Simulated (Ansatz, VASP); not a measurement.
## One calculation of Au, two programs

The input INCAR:

```
PREC     = Accurate       # precision mode
ENCUT    = 520            # plane-wave cutoff, eV
EDIFF    = 1E-6           # SCF threshold, eV
ISMEAR   = -1             # smearing method
SIGMA    = 0.05           # smearing width, eV
LREAL    = False          # projectors in reciprocal space
LASPH    = True           # aspherical terms in the spheres
NELM     = 80             # most SCF steps
ALGO     = Normal         # electronic algorithm
ISIF     = 2              # what is computed and relaxed
LWAVE    = False          # write WAVECAR
LCHARG   = True           # write CHGCAR
GGA      = PE             # functional
LELF     = True           # ELF
LVHAR    = True         
NBANDS   = 12             # bands
```

KPOINTS

```
Automatic mesh
0
Gamma
  10 10 10
```

File POSCAR:

```
Au
1.0
    0.0000000000      2.1133450995      2.1133450995
    2.1133450995      0.0000000000      2.1133450995
    2.1133450995      2.1133450995      0.0000000000
Au
1
Direct
    0.0000000000      0.0000000000      0.0000000000
```

Input for Ansatz:

```yaml
crystal:
  lattice:
    - [0.0, 2.1133450994533995, 2.1133450994533995]
    - [2.1133450994533995, 0.0, 2.1133450994533995]
    - [2.1133450994533995, 2.1133450994533995, 0.0]
  atoms:
    - { symbol: Au, position: [0.0, 0.0, 0.0] }
basis:
  ecutwfc: 500.0
kpoints:
  mp_grid:
    grid: [10, 10, 10]
hamiltonian:
  xc: pbe
scf:
  occupations:
    method: fermi_dirac
    width: 0.05
output:
  stress: true
```

Alike in both runs: task single point; functional PBE; k mesh 10 × 10 × 10; occupations fermi-dirac, width 0.05 eV; no spin polarisation.

|  | VASP | Ansatz |
| --- | --- | --- |
| version | VASP 6.6.1 | Ansatz 0.2.0 |
| potentials or method | VASP PAW PBE potentials, release 64 (Au), cutoff 520 eV | plane waves, PAW |
| valence electrons in the cell | 11 | 19 |

```tsv
	VASP	Ansatz	Ansatz less VASP
pressure (GPa)	-5.7	-5.6	+0.19
```

VASP's potentials hold 11 valence electrons a cell and Ansatz's 19, so a difference there can come from the potentials and not from the codes.

Neither program's run includes spin-orbit coupling.
